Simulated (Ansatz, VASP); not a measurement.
# Ge in VASP and in Ansatz

Contents of INCAR:

```
PREC     = Accurate       # precision mode
ENCUT    = 600            # plane-wave cutoff, eV
EDIFF    = 1E-6           # SCF threshold, eV
ISMEAR   = 0              # smearing method
SIGMA    = 0.1            # smearing width, eV
LREAL    = False          # projectors in reciprocal space
LASPH    = True           # aspherical terms in the spheres
NELM     = 80             # most SCF steps
ALGO     = Normal         # electronic algorithm
ISIF     = 3              # what is computed and relaxed
LWAVE    = False          # write WAVECAR
LCHARG   = False          # write CHGCAR
GGA      = PE             # functional
IBRION   = 2              # ionic algorithm
NSW      = 80             # ionic steps
EDIFFG   = -0.01          # ionic threshold
```

KPOINTS

```
Automatic mesh
0
Gamma
  12 12 12
```

The input POSCAR:

```
Ge
1.0
    0.0000000000      3.0168028711      3.0168028711
    3.0168028711      0.0000000000      3.0168028711
    3.0168028711      3.0168028711      0.0000000000
Ge
2
Direct
    0.0000000000      0.0000000000      0.0000000000
    0.2500000000      0.2500000000      0.2500000000
```

Input for Ansatz:

```yaml
crystal:
  lattice:
    - [0.0, 3.0168028707, 3.0168028707]
    - [3.0168028707, 0.0, 3.0168028707]
    - [3.0168028707, 3.0168028707, 0.0]
  atoms:
    - { symbol: Ge, position: [0.0, 0.0, 0.0] }
    - { symbol: Ge, position: [0.25, 0.25, 0.25] }
basis:
  ecutwfc: 420
kpoints:
  mp_grid: { grid: [12, 12, 12] }
hamiltonian:
  xc: pbe
scf:
  occupations: { method: gaussian, width: 0.1 }
output:
  forces: true
  stress: true
  eigenvalues: true
relax:
  adjacent_minimum: "off"
  f_tol: 0.01
  max_steps: 60
  cell: { stress_tol: 0.1 }
```

Alike in both runs: task relaxation of cell and atoms; functional PBE; k mesh 12 × 12 × 12; occupations gaussian, width 0.1 eV; no spin polarisation.

|  | VASP | Ansatz |
| --- | --- | --- |
| version | VASP 6.6.1 | Ansatz 0.2.0 |
| potentials or method | VASP PAW PBE potentials, release 64 (Ge_d), cutoff 600 eV | scalar-relativistic, plane waves, PAW |
| valence electrons in the cell | 28 | 28 |

|  | VASP | Ansatz | Ansatz less VASP |
| --- | --- | --- | --- |
| gap on the k mesh at the Fermi level, each at its own relaxed structure (eV) | none | none | - |
| relaxed volume (Å³/atom) | 23.92 | 23.90 | -0.021 |
| relaxed cell length with the largest relative difference (Å) | 4.075 | 4.074 | -0.0012 |

A gap of «none» marks a metal or a gap that the smearing closes.
